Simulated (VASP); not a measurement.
The system is TiSi31 (a cell with a defect).

```
CELL_PARAMETERS angstrom
10.86558 0.00000 0.00000
0.00000 10.86558 0.00000
0.00000 0.00000 10.86558
ATOMIC_POSITIONS crystal
Si 0.99986 0.00044 0.00105
Si 0.99635 0.99921 0.50186
Si 0.99639 0.50126 0.99983
Si 0.03131 0.53144 0.53202
Si 0.50160 0.99622 0.99681
Si 0.50180 0.99974 0.49920
Si 0.50176 0.49859 0.00026
Si 0.12411 0.12813 0.12872
Si 0.12394 0.12462 0.62636
Si 0.12399 0.62575 0.12529
Si 0.62587 0.12388 0.12449
Si 0.62937 0.12517 0.62369
Si 0.62933 0.62309 0.12572
Si 0.59445 0.59292 0.59354
Si 0.25267 0.24752 0.00564
Si 0.25405 0.25242 0.50695
Si 0.24780 0.74794 0.99657
Si 0.24376 0.75806 0.47882
Si 0.75357 0.25008 0.00360
Si 0.76262 0.25252 0.50681
Si 0.74583 0.74914 0.99652
Si 0.73835 0.73673 0.49945
Si 0.37791 0.37643 0.12896
Si 0.38198 0.36629 0.64671
Si 0.37305 0.87683 0.11993
Si 0.37168 0.87196 0.61859
Si 0.87989 0.37520 0.12905
Si 0.88738 0.38764 0.62611
Si 0.87215 0.87428 0.12194
Si 0.86312 0.87184 0.61875
Si 0.25265 0.00504 0.24811
Si 0.24784 0.99597 0.74853
Si 0.25413 0.50633 0.25306
Si 0.24374 0.47822 0.75858
Si 0.75358 0.00300 0.25067
Si 0.74584 0.99592 0.74974
Si 0.76258 0.50623 0.25306
Si 0.73840 0.49887 0.73736
Si 0.37789 0.12838 0.37703
Si 0.37306 0.11934 0.87743
Si 0.38201 0.64615 0.36695
Si 0.37161 0.61801 0.87249
Si 0.87989 0.12845 0.37578
Si 0.87216 0.12134 0.87489
Si 0.88733 0.62549 0.38820
Si 0.86315 0.61814 0.87249
Si 0.00873 0.25904 0.25964
Si 0.99699 0.24845 0.75115
Si 0.99697 0.75055 0.24905
Si 0.97996 0.74818 0.74876
Si 0.50795 0.25315 0.25376
Si 0.50784 0.23837 0.75933
Si 0.50783 0.75875 0.23897
Si 0.49507 0.73425 0.73485
Si 0.13064 0.39012 0.39070
Si 0.11793 0.36562 0.88659
Si 0.11789 0.88599 0.36622
Si 0.11778 0.87120 0.87177
Si 0.64577 0.37615 0.37677
Si 0.62876 0.37382 0.87649
Si 0.62874 0.87593 0.37442
Si 0.61701 0.86531 0.86591
Ti 0.44833 0.45024 0.45081
Ti 0.17741 0.67413 0.67473
```

Base run:

```yaml
Program: VASP 6.6.1
Functional: HSE06
Potentials_or_basis: VASP PAW PBE potentials, release 64 (Si, Ti_sv)
Cutoff: 400 eV
k_mesh: 1 × 1 × 1, shifted
Occupations: fermi-dirac, width 0.05 eV
Spin: no spin polarisation
```

Its results: band gap on the k mesh 1.60 eV; pressure -0.5 GPa; largest force 0.348 eV/Å.

Question: The run is repeated on the same cell with these changes: functional from HSE06 to PBEsol. What comes out?

Answer: Band gap on the k mesh 0.95 eV; pressure -0.5 GPa; largest force 0.011 eV/Å.

Caveats: the PAW data sets were made with another functional, which shifts forces and pressure a little.

A k mesh can miss the band edges.
